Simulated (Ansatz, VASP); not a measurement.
## MgO in VASP and in Ansatz

```xyz
4
Lattice="3.2886 0.0000 0.0000 -1.6443 2.8480 0.0000 0.0000 0.0000 4.1853" Properties=species:S:1:pos:R:3 pbc="T T T"
Mg    0.0000    1.8987    1.0463
Mg    1.6443    0.9493    3.1390
O     1.6443    0.9493    1.0463
O     0.0000    1.8987    3.1390
```

Change from the starting cell: biaxial_xy strain -5.6%.

Alike in both runs: task single point; functional PBE; k mesh 12 × 12 × 6; occupations fermi-dirac, width 0.02 eV; no spin polarisation.

```csv
,VASP,Ansatz
version,VASP 6.6.1,Ansatz 0.2.0
potentials or method,"VASP PAW PBE potentials, release 64 (Mg, O)","plane waves, PAW"
plane-wave cutoff (eV),520,420
valence electrons in the cell,16,32
```

Ansatz gave:

| Property | Result |
| --- | --- |
| gap on the k mesh at the Fermi level (eV) | 4.03 |
| pressure (GPa) | 25.8 |
| traceless stress, the component that is largest in VASP (GPa) | -10.41 |

Q: Which values does VASP return?

A: gap on the k mesh at the Fermi level (eV): 4.02; pressure (GPa): 25.5; traceless stress, the component that is largest in VASP (GPa): -10.69.

VASP's potentials hold 16 valence electrons a cell and Ansatz's 32, so a difference there can come from the potentials and not from the codes.
